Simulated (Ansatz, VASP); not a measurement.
# Mg: VASP beside Ansatz

```
Mg
1.0
     3.21006    0.00000    0.00000
    -1.60503    2.78000    0.00000
     0.00000    0.00000    5.13793
Mg
2
Direct
  0.33333 0.66667 0.25000
  0.66667 0.33333 0.75000
```

Alike in both runs: task relaxation of cell and atoms; functional PBEsol; k mesh 15 × 15 × 8; occupations gaussian, width 0.1 eV; no spin polarisation.

```csv
,VASP,Ansatz
version,VASP 6.6.1,Ansatz 0.2.0
potentials or method,"VASP PAW PBE potentials, release 64 (Mg), cutoff 600 eV","scalar-relativistic, plane waves, PAW"
valence electrons in the cell,4,20
```

```csv
,VASP,Ansatz,Ansatz less VASP
"gap on the k mesh at the Fermi level, each at its own relaxed structure (eV)",none,none,-
relaxed volume (Å³/atom),22.47,22.50,+0.027
relaxed cell length with the largest relative difference (Å),5.105,5.108,+0.0035
```

VASP's potentials were made for PBE, not for PBEsol. A gap of «none» marks a metal or a gap that the smearing closes. VASP's potentials hold 4 valence electrons a cell and Ansatz's 20, so a difference there can come from the potentials and not from the codes.
